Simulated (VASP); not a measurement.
Co: single point with PBEsol

Crystal: Co.

```
Co
1.0
     2.47200    0.00000    0.00000
    -1.23600    2.14081    0.00000
     0.00000    0.00000    4.02114
Co
2
Direct
  0.66667 0.33333 0.75000
  0.33333 0.66667 0.25000
```

```json
{
 "Program": "VASP 6.6.1",
 "Task": "single point",
 "Functional": "PBEsol",
 "Potentials or basis": "VASP PAW PBE potentials, release 64 (Co)",
 "Cutoff": "520 eV",
 "k mesh": "9 × 9 × 5",
 "Occupations": "fermi-dirac, width 0.05 eV",
 "Spin": "non-collinear spin, typed start",
 "Starting moments": "[[0.641, 0.024, 0.225], [2.11, -0.426, 0.499]] μB",
 "Dipole correction": "no",
 "Further INCAR settings": "ALGO = Normal; EDIFF = 1e-07; NBANDS = 30"
}
```

```
Pressure                                              : -7.5 GPa
Band gap on the k mesh                                : zero (bands 18 and 19 overlap by 2.07 eV)
Net moment                                            : 3.06 μB per cell
Valence electrons inside the program's atomic spheres : Co 8.31
```

Stress tensor (GPa, compression positive):
```
-7.20  0.00  0.00
 0.00 -7.20  0.00
 0.00  0.00 -8.17
```

Levels at points of the mesh, in eV from the Fermi level:
```tsv
k point	band 14	band 15	band 16	band 17	band 18	band 19	band 20	band 21
(0.00, 0.00, 0.00)	-1.04	-0.76	-0.76	-0.67	-0.67	-0.22	-0.22	-0.19
```

Moments on the atoms (μB; x, y, z):
```
Co   1.48 -0.20  0.40
Co   1.48 -0.20  0.40
```

Run time: 18 min on 1 thread of Intel(R) Xeon(R) Platinum 8559C (Emerald Rapids), with other jobs on the host, peak memory 0.44 GiB.

Caveat: the cell stands under tension; the PAW data sets were made with another functional, which shifts forces and pressure a little.
